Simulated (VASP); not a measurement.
# Ti4CN4O in VASP: a series of runs

Ti4CN4O is run at these levels: PBEsol; tasks: single point.

All numbers are computed with VASP 6.6.1; they aren't measurements. Logs are shortened: lines on timing, memory, paths and dates and some standing lists are left out, and cuts for length are marked.

## 1. The cell of the first run

The cell holds a slab with vacuum, 10 atoms: a = 2.973 Å, b = 2.973 Å, c = 28.645 Å, α = 90.00°, β = 90.00°, γ = 120.00°.

## 2. Single point, PBEsol

File INCAR:

```
SYSTEM = Ti4CN4O
PREC = Accurate
ENCUT = 520
EDIFF = 1E-6
ISMEAR = 0
SIGMA = 0.1
LREAL = .FALSE.
LASPH = .TRUE.
NELM = 100
ALGO = Normal
ISIF = 2
LWAVE = .FALSE.
LCHARG = .TRUE.
LDIPOL = .TRUE.
IDIPOL = 3
DIPOL = 0.5 0.5 0.489
GGA = PS
LELF = .TRUE.
LVHAR = .TRUE.
LVACPOTAV = .TRUE.
NBANDS = 50
```

File KPOINTS:

```
Automatic mesh
0
G
  12 12 1
  0 0 0
```

File POSCAR:

```
Ti4CN4O
1.0
    2.9726300472      0.0000000000      0.0000000000
   -1.4863150236      2.5743731369      0.0000000000
    0.0000000000      0.0000000000     28.6449979446
N Ti C O
4 4 1 1
Direct
    0.3333333333      0.6666666667      0.2967359263
    0.0000000000      0.0000000000      0.3814677275
    0.6668433066      0.3331566934      0.4660001551
    0.3338450419      0.6661549581      0.5524031520
    0.6666666667      0.3333333333      0.3391018269
    0.3333333333      0.6666666667      0.4238336280
    0.0002598894     -0.0002598894      0.5088608866
    0.6672373566      0.3327626434      0.5901463686
    0.0037989357     -0.0037989357      0.6458865665
    0.0026435586     -0.0026435586      0.6867346782
```

Potentials or basis: VASP PAW PBE potentials, release 64 (N, Ti_sv, C, O).

On the command line:

```sh
$ cat potpaw_PBE.64/N/POTCAR potpaw_PBE.64/Ti_sv/POTCAR potpaw_PBE.64/C/POTCAR potpaw_PBE.64/O/POTCAR > POTCAR
$ mpirun -np 1 vasp_std > vasp.out
```

OUTCAR:

```text
SYSTEM = Ti4CN4O
   PREC = Accurate
   ENCUT = 520
   EDIFF = 1E-6
   ISMEAR = 0
   LREAL = .FALSE.
   LASPH = .TRUE.
   NELM = 100
   ISIF = 2
   GGA = PS

 ion  position               nearest neighbor table
   1  0.333  0.667  0.297-   5 2.10   5 2.10   5 2.10
   2  0.000  0.000  0.381-   6 2.10   6 2.10   6 2.10   5 2.10   5 2.10   5 2.10
   3  0.667  0.333  0.466-   6 2.10   6 2.10   6 2.10   7 2.11   7 2.11   7 2.11
   4  0.334  0.666  0.552-   8 2.03   8 2.03   8 2.03   7 2.12   7 2.12   7 2.12
   5  0.667  0.333  0.339-   1 2.10   1 2.10   2 2.10   2 2.10   2 2.10   1 2.10
   6  0.333  0.667  0.424-   3 2.10   3 2.10   3 2.10   2 2.10   2 2.10   2 2.10
   7  0.000  1.000  0.509-   3 2.11   3 2.11   3 2.11   4 2.12   4 2.12   4 2.12   8 2.89   8 2.89
                             8 2.89
   8  0.667  0.333  0.590-   4 2.03   4 2.03   4 2.03   9 2.34   9 2.34   9 2.36   7 2.89   7 2.89
                             7 2.89
   9  0.004  0.996  0.646-  10 1.17   8 2.34   8 2.34   8 2.36
  10  0.003  0.997  0.687-   9 1.17

  LATTYP: Found a hexagonal cell.
 ALAT       =     2.9726300472
 C/A-ratio  =     9.6362471918

  Lattice vectors:

 A1 = (   2.9726300472,   0.0000000000,   0.0000000000)
 A2 = (  -1.4863150236,   2.5743731369,   0.0000000000)
 A3 = (   0.0000000000,   0.0000000000,  28.6449979446)

Analysis of symmetry for initial positions (statically):
=====================================================================
 Subroutine PRICEL returns:
 Original cell was already a primitive cell.

 Routine SETGRP: Setting up the symmetry group for a
 hexagonal supercell.

 Subroutine GETGRP returns: Found  2 space group operations
 (whereof  2 operations were pure point group operations)
 out of a pool of 24 trial point group operations.

The static configuration has the point symmetry C_1h.

Analysis of symmetry for dynamics (positions and initial velocities):
=====================================================================
 Subroutine PRICEL returns:
 Original cell was already a primitive cell.

 Routine SETGRP: Setting up the symmetry group for a
 hexagonal supercell.

 Subroutine GETGRP returns: Found  2 space group operations
 (whereof  2 operations were pure point group operations)
 out of a pool of 24 trial point group operations.

The dynamic configuration has the point symmetry C_1h.

 Subroutine INISYM returns: Found  2 space group operations
 (whereof  2 operations are pure point group operations),
 and found     1 'primitive' translations

----------------------------------------------------------------------------------------

                                     Primitive cell

  volume of cell :     219.2104

  direct lattice vectors                    reciprocal lattice vectors
     2.972630047  0.000000000  0.000000000     0.336402440  0.194222039  0.000000000
    -1.486315024  2.574373137  0.000000000     0.000000000  0.388444078  0.000000000
     0.000000000  0.000000000 28.644997945     0.000000000  0.000000000  0.034910109

  length of vectors
     2.972630047  2.972630047 28.644997945     0.388444078  0.388444078  0.034910109

  position of ions in fractional coordinates (direct lattice)
     0.333333333  0.666666667  0.296735926
     0.000000000  0.000000000  0.381467728
     0.666843307  0.333156693  0.466000155
     0.333845042  0.666154958  0.552403152
     0.666666667  0.333333333  0.339101827
     0.333333333  0.666666667  0.423833628
     0.000259889  0.999740111  0.508860887
     0.667237357  0.332762643  0.590146369
     0.003798936  0.996201064  0.645886567
     0.002643559  0.997356441  0.686734678

  ion indices of the primitive-cell ions
   primitive index   ion index
                 1           1
                 2           2
                 3           3
                 4           4
                 5           5
                 6           6
                 7           7
                 8           8
                 9           9
                10          10

----------------------------------------------------------------------------------------

 KPOINTS: Automatic mesh

Automatic generation of k-mesh.
 Grid dimensions read from file:
 generate k-points for:   12   12    1

 Generating k-lattice:

  Cartesian coordinates                     Fractional coordinates (reciprocal lattice)
     0.028033537  0.016185170  0.000000000     0.083333333 -0.000000000  0.000000000
     0.000000000  0.032370340  0.000000000     0.000000000  0.083333333  0.000000000
     0.000000000  0.000000000  0.034910109     0.000000000  0.000000000  1.000000000

  Length of vectors
     0.032370340  0.032370340  0.034910109

  Shift w.r.t. Gamma in fractional coordinates (k-lattice)
     0.000000000  0.000000000  0.000000000

 Subroutine IBZKPT returns following result:
 ===========================================

 Found     43 irreducible k-points:

 Following reciprocal coordinates:
            Coordinates               Weight
  0.000000  0.000000  0.000000      1.000000
  0.083333  0.000000  0.000000      4.000000
 -0.083333  0.083333  0.000000      2.000000
  0.166667 -0.000000  0.000000      4.000000
 -0.166667  0.166667  0.000000      2.000000
  0.250000  0.000000  0.000000      4.000000
[... 16 lines left out ...]
 -0.083333  0.416667  0.000000      4.000000
 -0.416667  0.333333  0.000000      4.000000
 [... further k-points ...]
   k-points           NKPTS =     43   k-points in BZ     NKDIM =     43   number of bands    NBANDS=     50
   number of dos      NEDOS =    301   number of ions     NIONS =     10
   total plane-waves  NPLWV = 124416
   dimension x,y,z NGX =    24 NGY =   24 NGZ =  216
   dimension x,y,z NGXF=    48 NGYF=   48 NGZF=  432
   ions per type =               4   4   1   1
   NGX,Y,Z   is equivalent  to a cutoff of  13.42, 13.42, 12.54 a.u.
   NGXF,Y,Z  is equivalent  to a cutoff of  26.84, 26.84, 25.07 a.u.
 SYSTEM =  Ti4CN4O
   PREC   = accura    normal or accurate (medium, high low for compatibility)
   ISTART =      0    job   : 0-new  1-cont  2-samecut
   ICHARG =      2    charge: 1-file 2-atom 10-const
   ISPIN  =      1    spin polarized calculation?
   LNONCOLLINEAR =      F non collinear calculations
   LSORBIT =      F    spin-orbit coupling
   LASPH  =      T    aspherical Exc in radial PAW
   ENCUT  =  520.0 eV  38.22 Ry    6.18 a.u.   5.53  5.53 53.26*2*pi/ulx,y,z
   NELM   =    100;   NELMIN=  2; NELMDL= -5     # of ELM steps
   EDIFF  = 0.1E-05   stopping-criterion for ELM
   LREAL  =      F    real-space projection
   EDIFFG = 0.1E-04   stopping-criterion for IOM
   NSW    =      0    number of steps for IOM
   IBRION =     -1    ionic relax: 0-MD 1-quasi-New 2-CG
   NFREE  =      0    steps in history (QN), initial steepest desc. (CG)
   ISIF   =      2    stress and relaxation
   ISYM   =      2    0-nonsym 1-usesym 2-fastsym
   POTIM  = 0.5000    time-step for ionic-motion
   TEBEG  =    0.0;   TEEND  =   0.0 temperature during run
   PSTRESS=    0.0 pullay stress
   NELECT =      78.0000    total number of electrons
   NUPDOWN=      -1.0000    fix difference up-down
   EMIN   =  10.00;   EMAX   =-10.00  energy-range for DOS
   EFERMI =   0.00;   METHOD = LEGACY
   ISMEAR =     0;   SIGMA  =   0.10  broadening in eV -4-tet -1-fermi 0-gaus
   EFERMI_NEDOS =   21; number of points for ismear=-14 and -15
   IALGO  =     38    algorithm
   IMIX   =      4    mixing-type and parameters
     AMIX     =   0.40;   BMIX     =  1.00
     AMIX_MAG =   1.60;   BMIX_MAG =  1.00
  volume/ion in A,a.u.               =      21.92       147.93
  Fermi-wavevector in a.u.,A,eV,Ry     =   1.160075  2.192223 18.310360  1.345773
  Thomas-Fermi vector in A             =   2.296661
   LORBIT       =      0    0 simple, 1 ext, 2 COOP (PROOUT), +10 PAW based schemes
   GGA     = PS    functional components
   LHFCALC =     F    Hartree Fock is set to
   AEXX    =    0.0000 exact exchange contribution
   IVDW    =     0    specifies the selected vdW correction
   LEPSILON=     F    determine dielectric tensor
   LRPA    =     F    only Hartree local field effects (RPA)
 non-spin polarized calculation
 Gauss-broadening in eV      SIGMA  =   0.10
  energy-cutoff  :      520.00
  volume of cell :      219.21
 maximum number of plane-waves:      6035
 NGX is ok and might be reduce to    24
   NGX = 11   NGY = 11   NGZ =107

 dipolmoment           0.000000      0.000000      0.203601 electrons x Angstroem

 number of electron      78.0000009 magnetization

 dipolmoment           0.000000      0.000000     -0.059419 electrons x Angstroem

 Free energy of the ion-electron system (eV)
  ---------------------------------------------------
  ext. energy  EPLUGINS =         0.00000000
  ---------------------------------------------------
  free energy    TOTEN  =       -95.25431967 eV

  energy without entropy =      -95.23669878  energy(sigma->0) =      -95.24550923

 E-fermi :  -0.1875     XC(G=0):  -6.0111

 val. band max:       -0.2059650469   @ k =   0.4167   0.0000   0.0000
 cond. band min:      -0.1792005641   @ k =   0.4167   0.3333   0.0000
 fundamental gap:      0.0267644828
 Fermi energy:        -0.1875206934

 k-point     1 :       0.0000    0.0000    0.0000
  band No.  band energies     occupation
      1     -57.7460      2.00000
      2     -57.5761      2.00000
      3     -57.0865      2.00000
      4     -56.4906      2.00000
      5     -34.3705      2.00000
      6     -34.0321      2.00000
[... 42 lines left out ...]
     49       2.0650      0.00000
     50       2.0671      0.00000

 k-point     2 :       0.0833    0.0000    0.0000
  band No.  band energies     occupation
      1     -57.7407      2.00000
      2     -57.5713      2.00000
      3     -57.0817      2.00000
      4     -56.4858      2.00000
      5     -34.3568      2.00000
      6     -34.0343      2.00000
[... 1158 lines left out ...]
 k-point    24 :      -0.4167    0.3333    0.0000
  band No.  band energies     occupation
      1     -57.6774      2.00000
      2     -57.5125      2.00000
      3     -57.0237      2.00000
      4     -56.4276      2.00000
      5     -34.3738      2.00000
      6     -34.2451      2.00000
[... 42 lines left out ...]
     49       2.8883      0.00000
     50       2.9884      0.00000

 [... further k-points ...]

------------------------ aborting loop because EDIFF is reached ----------------------------------------

  FORCE on cell =-STRESS in cart. coord.  units (eV):
  Direction    XX          YY          ZZ          XY          YZ          ZX
  --------------------------------------------------------------------------------------
  -------------------------------------------------------------------------------------
  Total       -1.3972571     -1.4023655     -2.6187275     -0.0044240      0.0260295     -0.0450847
  in kB      -10.2123514    -10.2496882    -19.1399032     -0.0323347      0.1902458     -0.3295178
  external PRESSURE =     -13.2006476 kB  Pullay stress =       0.0000000 kB

 VOLUME and BASIS-vectors are now :
 -----------------------------------------------------------------------------
  energy-cutoff  :      520.00
  volume of cell :      219.21
      direct lattice vectors                 reciprocal lattice vectors
     2.972630047  0.000000000  0.000000000     0.336402440  0.194222039  0.000000000
    -1.486315024  2.574373137  0.000000000     0.000000000  0.388444078  0.000000000
     0.000000000  0.000000000 28.644997945     0.000000000  0.000000000  0.034910109

 POSITION                                       TOTAL-FORCE (eV/Angst)
 -----------------------------------------------------------------------------------
     -0.00000      1.71625      8.50000        -0.000234      0.000135      4.457128
      0.00000      0.00000     10.92714         0.000754     -0.000436      1.278459
      1.48710      0.85767     13.34857         0.000340     -0.000196      0.003255
      0.00228      1.71493     15.82359         0.001994     -0.001151     -0.004894
      1.48632      0.85812      9.71357         0.000187     -0.000108     -5.853189
     -0.00000      1.71625     12.14071         0.004293     -0.002479      0.092367
     -1.48516      2.57370     14.57632         0.000054     -0.000031      0.002835
      1.48886      0.85666     16.90474        -0.000740      0.000427      0.011903
     -1.46938      2.56459     18.50142        -0.000617      0.000356     -0.787612
     -1.47453      2.56757     19.67151        -0.006032      0.003483      0.799748
 -----------------------------------------------------------------------------------
    total drift:                               -0.000122      0.000070     -0.001195

  FREE ENERGIE OF THE ION-ELECTRON SYSTEM (eV)
  ---------------------------------------------------
  free  energy   TOTEN  =       -95.2543196725 eV

  energy  without entropy=      -95.2366987818  energy(sigma->0) =      -95.24550923

 vacuum level on the upper side and lower side of the slab         6.475         7.880
```

Run time: 18 min. Hardware: 1 thread of Intel Xeon Platinum 8259CL at 2.50GHz (Skylake/Cascade Lake), shared host; peak memory 0.62 GiB.

Results:

```
Free energy            : -95.2543 eV
Largest force          : 5.853 eV/Å
Band gap on the k mesh : zero (bands 39 and 40 overlap by 0.45 eV)
```

Forces on the atoms (eV/Å):
```
N    0.000  0.000  4.457
N    0.001  0.000  1.278
N    0.000  0.000  0.003
N    0.002 -0.001 -0.005
Ti   0.000  0.000 -5.853
Ti   0.004 -0.002  0.092
Ti   0.000  0.000  0.003
Ti  -0.001  0.000  0.012
C   -0.001  0.000 -0.788
O   -0.006  0.003  0.800
```

Levels at points of the mesh, in eV from the Fermi level:
```
           k point  band 35  band 36  band 37  band 38  band 39  band 40  band 41  band 42  band 43  band 44
(0.00, 0.00, 0.00)    -1.22    -0.50    -0.50    -0.04    -0.04    -0.03     0.56     0.56     0.96     1.22
(0.50, 0.00, 0.00)    -2.94    -2.00    -1.22    -0.54    -0.40    -0.06     1.26     1.34     1.94     2.00
(0.50, 0.50, 0.00)    -2.94    -2.00    -1.22    -0.56    -0.40    -0.06     1.26     1.32     1.94     2.00
```

Caveat: the PAW data sets were made with another functional, which shifts forces and pressure a little.

## 3. Single point, PBEsol

File INCAR:

```
ALGO = Normal
DIPOL = 0.5 0.5 0.492
EDIFF = 1E-6
ENCUT = 520
GGA = PS
IDIPOL = 3
ISIF = 2
ISMEAR = 0
LASPH = T
LCHARG = F
LDIPOL = T
LREAL = F
LWAVE = F
NBANDS = 50
NELM = 80
PREC = Accurate
SIGMA = 0.1
```

File KPOINTS:

```
k-points
0
Gamma
  12 12 1
```

File POSCAR:

```
Ti4CN4O
1.0
    2.9726300472      0.0000000000      0.0000000000
   -1.4863150236      2.5743731369      0.0000000000
    0.0000000000      0.0000000000     28.6449979446
N Ti C O
4 4 1 1
Direct
    0.3333333333      0.6666666667      0.2967359263
    0.0000000000      0.0000000000      0.3814677275
    0.6666666667      0.3333333333      0.4658818577
    0.3333333333      0.6666666667      0.5523617467
    0.6666666667      0.3333333333      0.3391018269
    0.3333333333      0.6666666667      0.4238336280
    0.0000000000      0.0000000000      0.5085977168
    0.6666666667      0.3333333333      0.5897622278
    0.6666666667      0.3333333333      0.6614748771
    0.6666666667      0.3333333333      0.7015913546
```

Potentials or basis: VASP PAW PBE potentials, release 64 (N, Ti_sv, C, O).

On the command line:

```sh
$ cat potpaw_PBE.64/N/POTCAR potpaw_PBE.64/Ti_sv/POTCAR potpaw_PBE.64/C/POTCAR potpaw_PBE.64/O/POTCAR > POTCAR
$ mpirun -np 1 vasp_std > vasp.out
```

Wall time 16 min (1 thread of Intel Xeon 8259CL, shared host); peak memory 0.47 GiB.

Results (log left out):

```
Free energy            : -95.1747 eV
Largest force          : 5.927 eV/Å
Band gap on the k mesh : zero (bands 39 and 40 overlap by 0.05 eV)
```

Forces in eV/Å, atoms in the order of the input:
```
N    0.000  0.000  4.497
N    0.000  0.000  1.338
N    0.000  0.000  0.010
N    0.000  0.000 -0.015
Ti   0.000  0.000 -5.927
Ti   0.000  0.000  0.043
Ti   0.000  0.000  0.001
Ti   0.000  0.000  0.060
C    0.000  0.000 -0.932
O    0.000  0.000  0.927
```

Levels at points of the mesh, in eV from the Fermi level:
```tsv
k point	band 35	band 36	band 37	band 38	band 39	band 40	band 41	band 42	band 43	band 44
(0.00, 0.00, 0.00)	-1.29	-0.51	-0.51	-0.05	-0.05	0.00	0.65	0.65	1.03	1.55
(0.50, 0.00, 0.00)	-2.91	-2.04	-1.16	-0.77	-0.47	-0.03	1.45	1.89	2.02	2.08
```

Caveat: the PAW data sets were made with another functional, which shifts forces and pressure a little.

(Part 1 of 2 ends here.)

The gap in the log of VASP goes by the Fermi energy; the results here count the filled bands.